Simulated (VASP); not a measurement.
# TiSi2 (Cmcm) in VASP: single point with PBE

Aim: the single point of TiSi2 with PBE.

All numbers are computed with VASP 6.6.1; they aren't measurements. Logs are shortened: lines on timing, memory, paths and dates and some standing lists are left out, and cuts for length are marked.

### Step 1. The cell of the first run

Symmetry: Cmcm, No. 63, orthorhombic system. The conventional cell has a = 3.548 Å, b = 13.764 Å, c = 3.579 Å, α = 90.00°, β = 90.00°, γ = 90.00°. Ti (site symmetry m2m) has 10 Si at 2.59 to 2.85 Å and 2 Ti at 3.36 Å within 3.4 Å. Si (site symmetry m2m) has 6 Si at 2.42 to 3.18 Å and 6 Ti at 2.59 to 2.85 Å within 3.2 Å. Within 3.3 Å of Si (site symmetry m2m) lie 8 Si at 2.52 to 3.18 Å and 4 Ti at 2.69 to 2.70 Å.

### Step 2. Single point, PBE

INCAR

```
PREC = Accurate
ENCUT = 500
EDIFF = 1E-6
ISMEAR = 0
SIGMA = 0.15
LREAL = F
LASPH = T
NELM = 120
ALGO = Normal
ISIF = 2
LWAVE = F
LCHARG = F
GGA = PE
NBANDS = 29
GGA_COMPAT = F
```

KPOINTS

```
Automatic mesh
0
Gamma
  14 14 14
  0.5 0.5 0.5
```

POSCAR

```
TiSi2
1.0
    1.7738039278     -6.8820480197      0.0000000000
    1.7738039278      6.8820480197      0.0000000000
    0.0000000000      0.0000000000      3.5792221395
Ti Si
2 4
Direct
    0.8968189481      0.1031810519      0.7500000000
    0.1031810519      0.8968189481      0.2500000000
    0.5591475244      0.4408524756      0.7500000000
    0.4408524756      0.5591475244      0.2500000000
    0.2498281362      0.7501718638      0.7500000000
    0.7501718638      0.2498281362      0.2500000000
```

Potentials or basis: VASP PAW PBE potentials, release 64 (Ti_sv, Si).

Command:

```console
$ cat potpaw_PBE.64/Ti_sv/POTCAR potpaw_PBE.64/Si/POTCAR > POTCAR
$ mpirun -np 1 vasp_std > vasp.out
```

OUTCAR:

```text
PREC = Accurate
   ENCUT = 500
   EDIFF = 1E-6
   ISMEAR = 0
   LREAL = F
   LASPH = T
   NELM = 120
   ISIF = 2
   GGA = PE

 ion  position               nearest neighbor table
   1  0.897  0.103  0.750-   4 2.59   4 2.59   4 2.59   4 2.59   5 2.69   5 2.69   6 2.70   6 2.70
                             3 2.85   3 2.85
   2  0.103  0.897  0.250-   3 2.59   3 2.59   3 2.59   3 2.59   6 2.69   6 2.69   5 2.70   5 2.70
                             4 2.85   4 2.85
   3  0.559  0.441  0.750-   4 2.42   4 2.42   2 2.59   2 2.59   2 2.59   2 2.59   1 2.85   1 2.85

   4  0.441  0.559  0.250-   3 2.42   3 2.42   1 2.59   1 2.59   1 2.59   1 2.59   2 2.85   2 2.85

   5  0.250  0.750  0.750-   6 2.52   6 2.52   6 2.52   6 2.52   1 2.69   1 2.69   2 2.70   2 2.70

   6  0.750  0.250  0.250-   5 2.52   5 2.52   5 2.52   5 2.52   2 2.69   2 2.69   1 2.70   1 2.70

  LATTYP: Found a base centered orthorhombic cell.
 ALAT       =     3.5476078556
 B/A-ratio  =     3.8798245465
 C/A-ratio  =     1.0089114370

  Lattice vectors:

 A1 = (   1.7738039278,  -6.8820480197,   0.0000000000)
 A2 = (   1.7738039278,   6.8820480197,   0.0000000000)
 A3 = (   0.0000000000,   0.0000000000,   3.5792221395)

Analysis of symmetry for initial positions (statically):
=====================================================================
 Subroutine PRICEL returns:
 Original cell was already a primitive cell.

 Routine SETGRP: Setting up the symmetry group for a
 base centered orthorhombic supercell.

 Subroutine GETGRP returns: Found  8 space group operations
 (whereof  4 operations were pure point group operations)
 out of a pool of  8 trial point group operations.

The static configuration has the point symmetry C_2h.
 The point group associated with its full space group is D_2h.

Analysis of symmetry for dynamics (positions and initial velocities):
=====================================================================
 Subroutine PRICEL returns:
 Original cell was already a primitive cell.

 Routine SETGRP: Setting up the symmetry group for a
 base centered orthorhombic supercell.

 Subroutine GETGRP returns: Found  8 space group operations
 (whereof  4 operations were pure point group operations)
 out of a pool of  8 trial point group operations.

The dynamic configuration has the point symmetry C_2h.
 The point group associated with its full space group is D_2h.

 Subroutine INISYM returns: Found  8 space group operations
 (whereof  4 operations are pure point group operations),
 and found     1 'primitive' translations
[... 106 lines left out ...]
   NSW    =      0    number of steps for IOM
   IBRION =     -1    ionic relax: 0-MD 1-quasi-New 2-CG
   NFREE  =      0    steps in history (QN), initial steepest desc. (CG)
   ISIF   =      2    stress and relaxation
   ISYM   =      2    0-nonsym 1-usesym 2-fastsym
   POTIM  = 0.5000    time-step for ionic-motion
   TEBEG  =    0.0;   TEEND  =   0.0 temperature during run
   PSTRESS=    0.0 pullay stress
   NELECT =      40.0000    total number of electrons
   NUPDOWN=      -1.0000    fix difference up-down
   EMIN   =  10.00;   EMAX   =-10.00  energy-range for DOS
   EFERMI =   0.00;   METHOD = LEGACY
   ISMEAR =     0;   SIGMA  =   0.15  broadening in eV -4-tet -1-fermi 0-gaus
   EFERMI_NEDOS =   21; number of points for ismear=-14 and -15
   IALGO  =     38    algorithm
   IMIX   =      4    mixing-type and parameters
     AMIX     =   0.40;   BMIX     =  1.00
     AMIX_MAG =   1.60;   BMIX_MAG =  1.00
  volume/ion in A,a.u.               =      14.56        98.28
  Fermi-wavevector in a.u.,A,eV,Ry     =   1.261675  2.384220 21.658079  1.591824
  Thomas-Fermi vector in A             =   2.395122
   LORBIT       =      0    0 simple, 1 ext, 2 COOP (PROOUT), +10 PAW based schemes
   GGA     = PE    functional components
   LHFCALC =     F    Hartree Fock is set to
   AEXX    =    0.0000 exact exchange contribution
   IVDW    =     0    specifies the selected vdW correction
   LEPSILON=     F    determine dielectric tensor
   LRPA    =     F    only Hartree local field effects (RPA)
 non-spin polarized calculation
 Gauss-broadening in eV      SIGMA  =   0.15
  energy-cutoff  :      500.00
  volume of cell :       87.39
 maximum number of plane-waves:      2248
 NGX is ok and might be reduce to    54
   NGX = 25   NGY = 25   NGZ = 13

 number of electron      40.0000004 magnetization

 Free energy of the ion-electron system (eV)
  ---------------------------------------------------
  ext. energy  EPLUGINS =         0.00000000
  ---------------------------------------------------
  free energy    TOTEN  =       -40.74296633 eV

  energy without entropy =      -40.72539812  energy(sigma->0) =      -40.73418223

 E-fermi :  10.2096     XC(G=0): -11.5217

 val. band max:       10.2074705798   @ k =  -0.3214   0.3214   0.1071
 cond. band min:      10.2128223653   @ k =   0.4643   0.4643   0.3214
 fundamental gap:      0.0053517855
 Fermi energy:        10.2095929771

 k-point     1 :       0.0357    0.0357    0.0357
  band No.  band energies     occupation
      1     -46.6834      2.00000
      2     -46.6759      2.00000
      3     -23.0255      2.00000
      4     -22.9898      2.00000
      5     -22.9788      2.00000
      6     -22.9726      2.00000
[... 757 lines left out ...]
     28      13.2239      0.00000
     29      13.6667      0.00000

 [... further k-points ...]

------------------------ aborting loop because EDIFF is reached ----------------------------------------

  FORCE on cell =-STRESS in cart. coord.  units (eV):
  Direction    XX          YY          ZZ          XY          YZ          ZX
  --------------------------------------------------------------------------------------
  -------------------------------------------------------------------------------------
  Total       -0.4282188     -1.8411246     -0.5460309      0.0000000      0.0000000      0.0000000
  in kB       -7.8511691    -33.7560639    -10.0111929      0.0000000      0.0000000      0.0000000
  external PRESSURE =     -17.2061419 kB  Pullay stress =       0.0000000 kB

 VOLUME and BASIS-vectors are now :
 -----------------------------------------------------------------------------
  energy-cutoff  :      500.00
  volume of cell :       87.39
      direct lattice vectors                 reciprocal lattice vectors
     1.773803928 -6.882048020  0.000000000     0.281880084 -0.072652792  0.000000000
     1.773803928  6.882048020  0.000000000     0.281880084  0.072652792  0.000000000
     0.000000000  0.000000000  3.579222140     0.000000000  0.000000000  0.279390315

 POSITION                                       TOTAL-FORCE (eV/Angst)
 -----------------------------------------------------------------------------------
      1.77380     -5.46185      2.68442         0.000000      0.147906     -0.000000
      1.77380      5.46185      0.89481         0.000000     -0.147906     -0.000000
      1.77380     -0.81411      2.68442         0.000000      0.116947      0.000000
      1.77380      0.81411      0.89481         0.000000     -0.116947     -0.000000
      1.77380      3.44339      2.68442         0.000000      0.000822      0.000000
      1.77380     -3.44339      0.89481         0.000000     -0.000822     -0.000000
 -----------------------------------------------------------------------------------
    total drift:                                0.000000     -0.000000      0.000000

  FREE ENERGIE OF THE ION-ELECTRON SYSTEM (eV)
  ---------------------------------------------------
  free  energy   TOTEN  =       -40.7429663348 eV

  energy  without entropy=      -40.7253981172  energy(sigma->0) =      -40.73418223
```

stdout:

```text
POSCAR found type information on POSCAR TiSi
 POSCAR found :  2 types and       6 ions
 scaLAPACK will be used
 LDA part: xc-table for (Slater+PW92), standard interpolation
 POSCAR, INCAR and KPOINTS ok, starting setup
 FFT: planning ... GRIDC
 FFT: planning ... GRID_SOFT
 FFT: planning ... GRID
 WAVECAR not read
 entering main loop
```

It took 57 min on 1 thread of Intel Xeon 8259CL, shared host; peak memory 0.85 GiB.

What came out:

| Item | Value |
| --- | --- |
| Free energy | -40.7430 eV |
| Pressure | -1.7 GPa |
| Largest force | 0.148 eV/Å |
| Band gap on the k mesh | zero (bands 20 and 21 overlap by 0.79 eV) |

Forces on the atoms (eV/Å):
```
Ti   0.000  0.148  0.000
Ti   0.000 -0.148  0.000
Si   0.000  0.117  0.000
Si   0.000 -0.117  0.000
Si   0.000  0.001  0.000
Si   0.000 -0.001  0.000
```
